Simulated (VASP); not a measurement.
# BeS (F-43m) in VASP: further runs, part 2 of 2

VASP 6.6.1. Earlier steps stand in the parts before.

### Step 3. Electric field gradients, PBE

File INCAR:

```
  PREC = Accurate
  ENCUT = 520
  EDIFF = 1E-8
  ISMEAR = -1
  SIGMA = 0.02
  LREAL = F
  LASPH = T
  NELM = 80
  ALGO = Normal
  ISIF = 2
  LWAVE = F
  LCHARG = F
  GGA = PE
  LEFG = T
  NBANDS = 11
```

File KPOINTS:

```
regular mesh
0
Gamma
  4 4 4
```

File POSCAR:

```
BeS
1.0
    0.0000000000      2.4250000000      2.4250000000
    2.4250000000      0.0000000000      2.4250000000
    2.4250000000      2.4250000000      0.0000000000
Be S
1 1
Direct
    0.0000000000      0.0000000000      0.0000000000
    0.7500000000      0.7500000000      0.7500000000
```

Potentials or basis: VASP PAW PBE potentials, release 64 (Be, S).

On the command line:

```
$ cat potpaw_PBE.64/Be/POTCAR potpaw_PBE.64/S/POTCAR > POTCAR
$ mpirun -np 1 vasp_std > vasp.out
```

OUTCAR:

```text
PREC = Accurate
   ENCUT = 520
   EDIFF = 1E-8
   ISMEAR = -1
   LREAL = F
   LASPH = T
   NELM = 80
   ISIF = 2
   GGA = PE

 ion  position               nearest neighbor table
   1  0.000  0.000  0.000-   2 2.10   2 2.10   2 2.10   2 2.10
   2  0.750  0.750  0.750-   1 2.10   1 2.10   1 2.10   1 2.10

  LATTYP: Found a face centered cubic cell.
 ALAT       =     4.8500000000

  Lattice vectors:

 A1 = (   0.0000000000,   2.4250000000,   2.4250000000)
 A2 = (   2.4250000000,   0.0000000000,   2.4250000000)
 A3 = (   2.4250000000,   2.4250000000,   0.0000000000)

Analysis of symmetry for initial positions (statically):
=====================================================================
 Subroutine PRICEL returns:
 Original cell was already a primitive cell.

 Routine SETGRP: Setting up the symmetry group for a
 face centered cubic supercell.

 Subroutine GETGRP returns: Found 24 space group operations
 (whereof 24 operations were pure point group operations)
 out of a pool of 48 trial point group operations.

The static configuration has the point symmetry T_d .

Analysis of symmetry for dynamics (positions and initial velocities):
=====================================================================
 Subroutine PRICEL returns:
 Original cell was already a primitive cell.

 Routine SETGRP: Setting up the symmetry group for a
 face centered cubic supercell.

 Subroutine GETGRP returns: Found 24 space group operations
 (whereof 24 operations were pure point group operations)
 out of a pool of 48 trial point group operations.

[... 236 lines left out ...]
 k-point     8 :      -0.2500    0.5000    0.2500
  band No.  band energies     occupation
      1      -7.2837      2.00000
      2      -0.0642      2.00000
      3       0.3233      2.00000
      4       0.8444      2.00000
      5      10.6631      0.00000
      6      12.2933      0.00000
      7      12.6280      0.00000
      8      13.0507      0.00000
      9      18.5691      0.00000
     10      18.6217      0.00000
     11      21.2821      0.00000

------------------------ aborting loop because EDIFF is reached ----------------------------------------

  FORCE on cell =-STRESS in cart. coord.  units (eV):
  Direction    XX          YY          ZZ          XY          YZ          ZX
  --------------------------------------------------------------------------------------
  -------------------------------------------------------------------------------------
  Total        0.3745535      0.3745535      0.3745535      0.0000000     -0.0000000      0.0000000
  in kB       21.0406513     21.0406513     21.0406513      0.0000000     -0.0000000      0.0000000
  external PRESSURE =      21.0406513 kB  Pullay stress =       0.0000000 kB

 VOLUME and BASIS-vectors are now :
 -----------------------------------------------------------------------------
  energy-cutoff  :      520.00
  volume of cell :       28.52
      direct lattice vectors                 reciprocal lattice vectors
     0.000000000  2.425000000  2.425000000    -0.206185567  0.206185567  0.206185567
     2.425000000  0.000000000  2.425000000     0.206185567 -0.206185567  0.206185567
     2.425000000  2.425000000  0.000000000     0.206185567  0.206185567 -0.206185567

 POSITION                                       TOTAL-FORCE (eV/Angst)
 -----------------------------------------------------------------------------------
      0.00000      0.00000      0.00000        -0.000000     -0.000000     -0.000000
      3.63750      3.63750      3.63750         0.000000      0.000000      0.000000
 -----------------------------------------------------------------------------------
    total drift:                                0.000000      0.000000     -0.000000

  FREE ENERGIE OF THE ION-ELECTRON SYSTEM (eV)
  ---------------------------------------------------
  free  energy   TOTEN  =        -9.9604602094 eV

  energy  without entropy=       -9.9604602094  energy(sigma->0) =       -9.96046021

 Electric field gradients (V/A^2)
---------------------------------------------------------------------
 ion       V_xx      V_yy      V_zz      V_xy      V_xz      V_yz
---------------------------------------------------------------------
   1      -0.000    -0.000    -0.000    -0.000    -0.000    -0.000
   2       0.000    -0.000     0.000     0.000     0.000     0.000
---------------------------------------------------------------------

 Electric field gradients after diagonalization (V/A^2)
 (convention: |V_zz| > |V_xx| > |V_yy|)
----------------------------------------------------------------------
 ion       V_xx      V_yy      V_zz     asymmetry (V_yy - V_xx)/ V_zz
----------------------------------------------------------------------
   1       0.000     0.000    -0.000       0.000
   2      -0.000    -0.000     0.001       0.000
----------------------------------------------------------------------

           NMR quadrupolar parameters

 Cq : quadrupolar parameter    Cq=e*Q*V_zz/h
 eta: asymmetry parameters     (V_yy - V_xx)/ V_zz
 Q  : nuclear electric quadrupole moment in mb (millibarn)
----------------------------------------------------------------------
 ion       Cq(MHz)       eta       Q (mb)
----------------------------------------------------------------------
   1      -0.000       0.000       1.000
   2       0.000       0.000       1.000
----------------------------------------------------------------------
```

OSZICAR:

```text
N       E                     dE             d eps       ncg     rms          rms(c)
DAV:   1     0.184924564347E+02    0.18492E+02   -0.37007E+03   176   0.607E+02
DAV:   2    -0.905076435530E+01   -0.27543E+02   -0.26657E+02   249   0.118E+02
DAV:   3    -0.101353533173E+02   -0.10846E+01   -0.10804E+01   217   0.215E+01
DAV:   4    -0.101425464128E+02   -0.71931E-02   -0.71917E-02   242   0.203E+00
DAV:   5    -0.101425999146E+02   -0.53502E-04   -0.53501E-04   206   0.181E-01    0.559E+00
DAV:   6    -0.100009993183E+02    0.14160E+00   -0.12524E-01   214   0.169E+00    0.384E+00
DAV:   7    -0.995894442843E+01    0.42055E-01   -0.12346E-01   208   0.184E+00    0.105E+00
DAV:   8    -0.996031454726E+01   -0.13701E-02   -0.69981E-03   236   0.430E-01    0.150E-01
DAV:   9    -0.996040920171E+01   -0.94654E-04   -0.51271E-04   226   0.142E-01    0.262E-02
DAV:  10    -0.996045459863E+01   -0.45397E-04   -0.73709E-05   217   0.490E-02    0.110E-02
DAV:  11    -0.996045984701E+01   -0.52484E-05   -0.14799E-05   216   0.203E-02    0.765E-03
DAV:  12    -0.996046011838E+01   -0.27137E-06   -0.41495E-07   218   0.454E-03    0.247E-03
DAV:  13    -0.996046027225E+01   -0.15387E-06   -0.11622E-07   209   0.180E-03    0.317E-03
DAV:  14    -0.996046021825E+01    0.54002E-07   -0.92667E-09   156   0.501E-04    0.739E-04
DAV:  15    -0.996046020945E+01    0.87986E-08   -0.14159E-09   111   0.221E-04
   1 F= -.99604602E+01 E0= -.99604602E+01  d E =-.533847E-11
```

stdout:

```text
POSCAR found type information on POSCAR BeS
 POSCAR found :  2 types and       2 ions
 scaLAPACK will be used
 LDA part: xc-table for (Slater+PW92), standard interpolation
 POSCAR, INCAR and KPOINTS ok, starting setup
 FFT: planning ... GRIDC
 FFT: planning ... GRID_SOFT
 FFT: planning ... GRID
 WAVECAR not read
 entering main loop
ion   1

ion   2
```

Wall time 5.3 s (1 thread of Intel Xeon Platinum 8488C (Sapphire Rapids), shared host); peak memory 0.14 GiB.

Results:

- Free energy: -9.9605 eV
- Pressure: 2.1 GPa
- Band gap on the k mesh: 3.10 eV, indirect (least direct gap 5.66 eV)

Levels at points of the mesh, in eV from the valence-band top:
```
           k point  band 1  band 2  band 3  band 4  band 5  band 6  band 7  band 8
(0.00, 0.00, 0.00)  -13.69    0.00    0.00    0.00    5.66    5.66    5.66    5.88
(0.50, 0.00, 0.00)  -12.08   -5.80   -1.04   -1.04    5.47    6.55    6.55   11.20
(0.50, 0.50, 0.00)  -11.54   -5.03   -2.65   -2.65    3.10    4.90   12.77   12.77
```

Caveat: the k points lie up to 0.56 Å⁻¹ apart; without QUAD_EFG the Cq values of the log hold for a quadrupole moment of 1 mb, not for the nuclei.
